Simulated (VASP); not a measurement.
Wanted: the native input for a VASP 6.6.1 run.

| Property | Result |
| --- | --- |
| Task | single point |
| Functional | PBE |
| Potentials or basis | VASP PAW PBE potentials, release 64 (B, Mo_sv, Ru_pv) |
| Cutoff | 520 eV |
| k mesh | 10 × 10 × 14 |
| Occupations | gaussian, width 0.1 eV |
| Spin | no spin polarisation |
| Dipole correction | no |
| Further INCAR settings | ALGO = Normal; EDIFF = 1e-06; NBANDS = 29 |

The structure of B4MoRu lies in POSCAR:

```
B4MoRu
1.0
    2.4293009377     -3.8081871614      0.0000000000
    2.4293009377      3.8081871614      0.0000000000
    0.0000000000      0.0000000000      2.9110975562
B Mo Ru
4 1 1
Direct
    0.2113112330      0.7886887670      0.0000000000
    0.7886887670      0.2113112330      0.0000000000
    0.0000000000      0.5000000000      0.5000000000
    0.5000000000      0.0000000000      0.5000000000
    0.5000000000      0.5000000000      0.0000000000
    0.0000000000      0.0000000000      0.5000000000
```

The cell was built from a structure type or drawn by symmetry, and may not be a known phase.

One way to write it, as run:

INCAR

```
SYSTEM = B4MoRu
PREC = Accurate ; ENCUT = 520
EDIFF = 1E-6 ; ISMEAR = 0
SIGMA = 0.1 ; LREAL = .False.
LASPH = .True. ; NELM = 100
ALGO = Normal ; ISIF = 2
LWAVE = .False. ; LCHARG = .False.
GGA = PE ; NBANDS = 29
```

KPOINTS

```
Automatic mesh
0
Gamma
  10 10 14
  0 0 0
```

Potentials or basis: VASP PAW PBE potentials, release 64 (B, Mo_sv, Ru_pv).

Command:

```sh
$ cat potpaw_PBE.64/B/POTCAR potpaw_PBE.64/Mo_sv/POTCAR potpaw_PBE.64/Ru_pv/POTCAR > POTCAR
$ mpirun -np 1 vasp_std > vasp.out
```

It gave:

```json
{
 "Pressure": "0.1 GPa",
 "Largest force": "0.004 eV/Å",
 "Band gap on the k mesh": "zero (bands 20 and 21 overlap by 1.26 eV)"
}
```

Wall time 6.6 min on 1 thread of Intel Xeon 8259CL, with other jobs on the host, peak memory 0.47 GiB.
